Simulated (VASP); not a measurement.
# SnO: single point with r2SCAN

SnO:

```
CELL_PARAMETERS angstrom
2.69239 -2.69239 0.00000
2.69239 2.69239 0.00000
0.00000 0.00000 9.88135
ATOMIC_POSITIONS crystal
Sn 0.75009 0.24991 0.88128
Sn 0.24991 0.75009 0.14908
Sn 0.74991 0.25009 0.38128
Sn 0.25009 0.74991 0.64908
O 0.24990 0.25010 0.25000
O 0.75010 0.74990 0.75000
O 0.25010 0.24990 0.75000
O 0.74990 0.75010 0.25000
```

This cell differs from its parent crystal: all Sn atoms moved +0.150 Å, as atom 1 along Cartesian [0 0 1].

```
Program                : VASP 6.6.1
Task                   : single point
Functional             : r2SCAN
Potentials or basis    : VASP PAW PBE potentials, release 64 (Sn_d, O)
Cutoff                 : 520 eV
k mesh                 : 10 × 10 × 4
Occupations            : gaussian, width 0.03 eV
Spin                   : no spin polarisation
Dipole correction      : no
Further INCAR settings : ALGO = Normal; EDIFF = 1e-07; NBANDS = 50
```

```yaml
Pressure: 1.1 GPa
Largest_force: 1.486 eV/Å
Band_gap_on_the_k_mesh: 0.31 eV
```

Forces in eV/Å, atoms in the order of the input:
```
Sn   0.000  0.000 -0.808
Sn   0.000  0.000 -1.486
Sn   0.000  0.000 -0.808
Sn   0.000  0.000 -1.486
O    0.000  0.000  1.147
O    0.000  0.000  1.147
O    0.000  0.000  1.147
O    0.000  0.000  1.147
```

Stress tensor (GPa, compression positive):
```
1.52 0.00 0.00
0.00 1.52 0.00
0.00 0.00 0.13
```

Levels at points of the mesh, in eV from the valence-band top:
```
           k point  band 37  band 38  band 39  band 40  band 41  band 42  band 43  band 44
(0.00, 0.00, 0.00)    -3.55    -3.28    -2.41     0.00     1.95     2.37     3.25     3.25
(0.50, 0.00, 0.00)    -3.11    -2.61    -2.35    -1.53     2.37     2.94     3.14     3.51
(0.50, 0.50, 0.00)    -2.71    -2.50    -2.29    -1.58     0.31     0.31     2.37     2.37
(0.00, 0.00, 0.50)    -3.55    -3.55    -0.72    -0.72     1.94     1.94     3.78     3.78
(0.50, 0.00, 0.50)    -2.71    -2.71    -2.05    -2.05     2.75     2.75     3.21     3.21
(0.50, 0.50, 0.50)    -2.71    -2.71    -1.96    -1.96     1.11     1.11     1.11     1.11
```

Run time: 31 min on 1 thread of Oxide Virtual Turin-like Processor, on a shared host, peak memory 0.55 GiB.

Caveat: the cell differs from its parent crystal (all Sn atoms moved +0.150 Å, as atom 1 along Cartesian [0 0 1]); the PAW data sets were made with another functional, which shifts forces and pressure a little; spin-orbit coupling is left out, which moves the levels of the heavy elements. A k mesh can miss the band edges.
